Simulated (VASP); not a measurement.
# Y (P6_3/mmc) in VASP: further runs

The runs below take Y through single point, with r2SCAN.

Program: VASP 6.6.1. These are calculated values, not measurements. Logs are shortened: lines on timing, memory, paths and dates and some standing lists are left out, and cuts for length are marked.

### Step 1. The cell of the first run

It takes space group P6_3/mmc (No. 194, hexagonal). The conventional cell has a = 3.684 Å, b = 3.684 Å, c = 5.708 Å, α = 90.00°, β = 90.00°, γ = 120.00°. Y (site symmetry -6m2) has 12 Y at 3.56 to 3.68 Å within 4.7 Å.

### Step 2. Single point, r2SCAN

POSCAR reads:

```
Y
1.0
    3.6841320810      0.0000000000      0.0000000000
   -1.8420660405      3.1905519730      0.0000000000
    0.0000000000      0.0000000000      5.7079697392
Y
2
Direct
    0.3333333333      0.6666666667      0.2500000000
    0.6666666667      0.3333333333      0.7500000000
```

INCAR.step1 reads:

```
ALGO     = Normal         # electronic algorithm
EDIFF    = 1E-4           # SCF threshold, eV
ENCUT    = 520            # plane-wave cutoff, eV
GGA      = PE             # functional
ISMEAR   = -1             # smearing method
LASPH    = T              # aspherical terms in the spheres
LCHARG   = F              # write CHGCAR
LREAL    = F              # projectors in reciprocal space
LWAVE    = T              # write WAVECAR
NBANDS   = 18             # bands
NELM     = 80             # most SCF steps
PREC     = Accurate       # precision mode
SIGMA    = 0.1            # smearing width, eV
```

INCAR.step2 reads:

```
ALGO     = Normal         # electronic algorithm
EDIFF    = 1E-7           # SCF threshold, eV
ENCUT    = 520            # plane-wave cutoff, eV
ISIF     = 2              # what is computed and relaxed
ISMEAR   = -1             # smearing method
ISTART   = 1            
LASPH    = T              # aspherical terms in the spheres
LCHARG   = F              # write CHGCAR
LMIXTAU  = T            
LREAL    = F              # projectors in reciprocal space
LWAVE    = F              # write WAVECAR
METAGGA  = R2SCAN         # meta-GGA
NBANDS   = 18             # bands
NELM     = 80             # most SCF steps
PREC     = Accurate       # precision mode
SIGMA    = 0.1            # smearing width, eV
```

KPOINTS reads:

```
k-points
0
Gamma
  8 8 4
```

Potentials or basis: VASP PAW PBE potentials, release 64 (Y_sv).

Command:

```sh
> cat potpaw_PBE.64/Y_sv/POTCAR > POTCAR
> cp INCAR.step1 INCAR
> mpirun -np 1 vasp_std > vasp.out
> cp INCAR.step2 INCAR
> mpirun -np 1 vasp_std > vasp.out
```

OUTCAR:

```text
EDIFF = 1E-7
   ENCUT = 520
   ISIF = 2
   ISMEAR = -1
   ISTART = 1
   LASPH = T
   LREAL = F
   METAGGA = R2SCAN
   NELM = 80
   PREC = Accurate

 ion  position               nearest neighbor table
   1  0.333  0.667  0.250-   2 3.56   2 3.56   2 3.56   2 3.56   2 3.56   2 3.56
   2  0.667  0.333  0.750-   1 3.56   1 3.56   1 3.56   1 3.56   1 3.56   1 3.56

  LATTYP: Found a hexagonal cell.
 ALAT       =     3.6841320810
 C/A-ratio  =     1.5493390611

  Lattice vectors:

 A1 = (   3.6841320810,   0.0000000000,   0.0000000000)
 A2 = (  -1.8420660405,   3.1905519730,   0.0000000000)
 A3 = (   0.0000000000,   0.0000000000,   5.7079697392)

Analysis of symmetry for initial positions (statically):
=====================================================================
 Subroutine PRICEL returns:
 Original cell was already a primitive cell.

 Routine SETGRP: Setting up the symmetry group for a
 hexagonal supercell.

 Subroutine GETGRP returns: Found 24 space group operations
 (whereof 12 operations were pure point group operations)
 out of a pool of 24 trial point group operations.

The static configuration has the point symmetry D_3d.
 The point group associated with its full space group is D_6h.

Analysis of symmetry for dynamics (positions and initial velocities):
=====================================================================
 Subroutine PRICEL returns:
 Original cell was already a primitive cell.

 Routine SETGRP: Setting up the symmetry group for a
 hexagonal supercell.

 Subroutine GETGRP returns: Found 24 space group operations
 (whereof 12 operations were pure point group operations)
 out of a pool of 24 trial point group operations.

The dynamic configuration has the point symmetry D_3d.
 The point group associated with its full space group is D_6h.

 Subroutine INISYM returns: Found 24 space group operations
 (whereof 12 operations are pure point group operations),
 and found     1 'primitive' translations

----------------------------------------------------------------------------------------

                                     Primitive cell

  volume of cell :      67.0938

  direct lattice vectors                    reciprocal lattice vectors
     3.684132081  0.000000000  0.000000000     0.271434351  0.156712696  0.000000000
    -1.842066041  3.190551973  0.000000000     0.000000000  0.313425391  0.000000000
[... 76 lines left out ...]
   PREC   = accura    normal or accurate (medium, high low for compatibility)
   ISTART =      1    job   : 0-new  1-cont  2-samecut
   ICHARG =      0    charge: 1-file 2-atom 10-const
   ISPIN  =      1    spin polarized calculation?
   LNONCOLLINEAR =      F non collinear calculations
   LSORBIT =      F    spin-orbit coupling
   LASPH  =      T    aspherical Exc in radial PAW
   ENCUT  =  520.0 eV  38.22 Ry    6.18 a.u.   6.85  6.85 10.61*2*pi/ulx,y,z
   NELM   =     80;   NELMIN=  2; NELMDL=  0     # of ELM steps
   EDIFF  = 0.1E-06   stopping-criterion for ELM
   LREAL  =      F    real-space projection
   EDIFFG = 0.1E-05   stopping-criterion for IOM
   NSW    =      0    number of steps for IOM
   IBRION =     -1    ionic relax: 0-MD 1-quasi-New 2-CG
   NFREE  =      0    steps in history (QN), initial steepest desc. (CG)
   ISIF   =      2    stress and relaxation
   ISYM   =      2    0-nonsym 1-usesym 2-fastsym
   POTIM  = 0.5000    time-step for ionic-motion
   TEBEG  =    0.0;   TEEND  =   0.0 temperature during run
   PSTRESS=    0.0 pullay stress
   NELECT =      22.0000    total number of electrons
   NUPDOWN=      -1.0000    fix difference up-down
   EMIN   =  10.00;   EMAX   =-10.00  energy-range for DOS
   EFERMI =   0.00;   METHOD = LEGACY
   ISMEAR =    -1;   SIGMA  =   0.10  broadening in eV -4-tet -1-fermi 0-gaus
   EFERMI_NEDOS =   21; number of points for ismear=-14 and -15
   IALGO  =     38    algorithm
   IMIX   =      4    mixing-type and parameters
     AMIX     =   0.40;   BMIX     =  1.00
     AMIX_MAG =   1.60;   BMIX_MAG =  1.00
  volume/ion in A,a.u.               =      33.55       226.39
  Fermi-wavevector in a.u.,A,eV,Ry     =   1.128898  2.133309 17.339420  1.274411
  Thomas-Fermi vector in A             =   2.265590
   LORBIT       =      0    0 simple, 1 ext, 2 COOP (PROOUT), +10 PAW based schemes
   METAGGA = R2SCAN    functional components
   LHFCALC =     F    Hartree Fock is set to
   AEXX    =    0.0000 exact exchange contribution
   IVDW    =     0    specifies the selected vdW correction
   LEPSILON=     F    determine dielectric tensor
   LRPA    =     F    only Hartree local field effects (RPA)
 non-spin polarized calculation
  energy-cutoff  :      520.00
  volume of cell :       67.09
 maximum number of plane-waves:      1826
 NGX is ok and might be reduce to    28
   NGX = 13   NGY = 13   NGZ = 21

 number of electron      21.9999998 magnetization

 Free energy of the ion-electron system (eV)
  ---------------------------------------------------
  ext. energy  EPLUGINS =         0.00000000
  ---------------------------------------------------
  free energy    TOTEN  =       -40.60676955 eV

  energy without entropy =      -40.49654148  energy(sigma->0) =      -40.55165552

 E-fermi :   2.9284     XC(G=0):  -9.9813

 val. band max:        2.9113892184   @ k =   0.1250   0.1250   0.2500
 cond. band min:       3.0092515324   @ k =   0.1250   0.1250   0.0000
 fundamental gap:      0.0978623140
 Fermi energy:         2.9283731244

 k-point     1 :       0.0000    0.0000    0.0000
  band No.  band energies     occupation
      1     -41.3015      2.00000
      2     -41.2252      2.00000
      3     -20.9282      2.00000
      4     -20.4504      2.00000
      5     -20.4504      2.00000
      6     -20.3595      2.00000
[... 481 lines left out ...]
      5     -20.4750      2.00000
      6     -20.4750      2.00000
[... 10 lines left out ...]
     17       7.9779      0.00000
     18       7.9844      0.00000

 [... further k-points ...]
[... 5 lines left out ...]
  --------------------------------------------------------------------------------------
  -------------------------------------------------------------------------------------
  Total        0.0099955      0.0099955      0.0201514      0.0000000      0.0000000      0.0000000
  in kB        0.2386894      0.2386894      0.4812083      0.0000000      0.0000000      0.0000000
  external PRESSURE =       0.3195290 kB  Pullay stress =       0.0000000 kB

 VOLUME and BASIS-vectors are now :
 -----------------------------------------------------------------------------
  energy-cutoff  :      520.00
  volume of cell :       67.09
      direct lattice vectors                 reciprocal lattice vectors
     3.684132081  0.000000000  0.000000000     0.271434351  0.156712696  0.000000000
    -1.842066041  3.190551973  0.000000000     0.000000000  0.313425391  0.000000000
     0.000000000  0.000000000  5.707969739     0.000000000  0.000000000  0.175193641

 POSITION                                       TOTAL-FORCE (eV/Angst)
 -----------------------------------------------------------------------------------
     -0.00000      2.12703      1.42699         0.000000     -0.000000      0.000000
      1.84207      1.06352      4.28098        -0.000000      0.000000      0.000000
 -----------------------------------------------------------------------------------
    total drift:                               -0.000000      0.000000     -0.000000

  FREE ENERGIE OF THE ION-ELECTRON SYSTEM (eV)
  ---------------------------------------------------
  free  energy   TOTEN  =       -40.6067695473 eV

  energy  without entropy=      -40.4965414828  energy(sigma->0) =      -40.55165552
```

OUTCAR.step1:

```text
EDIFF = 1E-4
   ENCUT = 520
   GGA = PE
   ISMEAR = -1
   LASPH = T
   LREAL = F
[... 726 lines left out ...]
 -----------------------------------------------------------------------------------
     -0.00000      2.12703      1.42699        -0.000000      0.000000      0.000000
      1.84207      1.06352      4.28098         0.000000     -0.000000      0.000000
 -----------------------------------------------------------------------------------
    total drift:                               -0.000000      0.000000     -0.000000

  FREE ENERGIE OF THE ION-ELECTRON SYSTEM (eV)
  ---------------------------------------------------
  free  energy   TOTEN  =       -12.9280039030 eV

  energy  without entropy=      -12.8088272957  energy(sigma->0) =      -12.86841560
```

Wall time 5.1 min (1 thread of Intel Xeon 8259CL, shared host); peak memory 0.2 GiB.

Results:

```
Free energy            : -40.6068 eV
Pressure               : 0.0 GPa
Band gap on the k mesh : zero (bands 11 and 12 overlap by 1.66 eV)
```

Caveat: the PAW data sets were made with another functional, which shifts forces and pressure a little.

### Step 3. Single point, r2SCAN

POSCAR reads:

```
Y
1.0
    3.6804414016      0.0000000000      0.0000000000
   -1.8402207008      3.1873557510      0.0000000000
    0.0000000000      0.0000000000      5.7277616796
Y
2
Direct
    0.3333333333      0.6666666667      0.2500000000
    0.6666666667      0.3333333333      0.7500000000
```

INCAR.step1 reads:

```
ALGO = Normal ; EDIFF = 1E-4
ENCUT = 520 ; GGA = PE
ISMEAR = -1 ; LASPH = T
LCHARG = F ; LREAL = F
LWAVE = T ; NBANDS = 18
NELM = 60 ; PREC = Accurate
SIGMA = 0.1
```

INCAR.step2 reads:

```
ALGO = Normal ; EDIFF = 1E-6
ENCUT = 520 ; ISIF = 2
ISMEAR = -1 ; ISTART = 1
LASPH = T ; LCHARG = F
LMIXTAU = T ; LREAL = F
LWAVE = F ; METAGGA = R2SCAN
NBANDS = 18 ; NELM = 60
PREC = Accurate ; SIGMA = 0.1
```

KPOINTS reads:

```
k-points
0
Gamma
  8 8 5
```

Potentials or basis: VASP PAW PBE potentials, release 64 (Y_sv).

Command:

```sh
> cat potpaw_PBE.64/Y_sv/POTCAR > POTCAR
> cp INCAR.step1 INCAR
> mpirun -np 1 vasp_std > vasp.out
> cp INCAR.step2 INCAR
> mpirun -np 1 vasp_std > vasp.out
```

Wall time 4.3 min (1 thread of Intel Xeon 8259CL, shared host); peak memory 0.22 GiB.

Results (log left out):

```
Free energy            : -40.5993 eV
Pressure               : 0.0 GPa
Band gap on the k mesh : zero (bands 11 and 12 overlap by 1.35 eV)
```

Levels at points of the mesh, in eV from the Fermi level:
| k point | band 9 | band 10 | band 11 | band 12 | band 13 | band 14 |
| --- | --- | --- | --- | --- | --- | --- |
| (0.00, 0.00, 0.00) | -4.88 | -1.83 | 0.73 | 1.96 | 1.96 | 2.36 |
| (0.50, 0.00, 0.00) | -1.71 | -1.16 | -0.78 | -0.27 | 1.51 | 1.67 |

Caveat: the PAW data sets were made with another functional, which shifts forces and pressure a little.

### Step 4. Single point, r2SCAN

POSCAR is that of step 3.

INCAR.step1 reads:

```
SYSTEM = Y
ALGO = Normal ; EDIFF = 1E-4
ENCUT = 520 ; GGA = PE
ISMEAR = -1 ; LASPH = .TRUE.
LCHARG = .FALSE. ; LREAL = .FALSE.
LWAVE = .TRUE. ; NBANDS = 18
NELM = 100 ; PREC = Accurate
SIGMA = 0.1
```

INCAR.step2 reads:

```
SYSTEM = Y
ALGO = Normal ; EDIFF = 1E-6
ENCUT = 520 ; ISIF = 2
ISMEAR = -1 ; ISTART = 1
LASPH = .TRUE. ; LCHARG = .TRUE.
LELF = .TRUE. ; LMIXTAU = .TRUE.
LREAL = .FALSE. ; LVHAR = .TRUE.
LWAVE = .FALSE. ; METAGGA = R2SCAN
NBANDS = 18 ; NELM = 100
PREC = Accurate ; SIGMA = 0.1
```

KPOINTS reads:

```
k-points
0
G
  8 8 5
  0 0 0
```

Command:

```sh
> cat potpaw_PBE.64/Y_sv/POTCAR > POTCAR
> cp INCAR.step1 INCAR
> mpirun -np 1 vasp_std > vasp.out
> cp INCAR.step2 INCAR
> mpirun -np 1 vasp_std > vasp.out
```

Wall time 4.9 min (1 thread of Intel Xeon 8259CL, shared host); peak memory 0.22 GiB.

Results (log left out):

```yaml
Free_energy: -40.5993 eV
Pressure: 0.0 GPa
Band_gap_on_the_k_mesh: zero (bands 11 and 12 overlap by 1.35 eV)
```

Levels at points of the mesh, in eV from the Fermi level:
```csv
k point,band 8,band 9,band 10,band 11,band 12,band 13,band 14,band 15
"(0.00, 0.00, 0.00)",-23.26,-4.88,-1.83,0.73,1.96,1.96,2.36,2.63
"(0.50, 0.00, 0.00)",-23.34,-1.71,-1.16,-0.78,-0.27,1.51,1.67,2.26
```

Caveat: the PAW data sets were made with another functional, which shifts forces and pressure a little.

The gap in the log of VASP goes by the Fermi energy; the results here count the filled bands.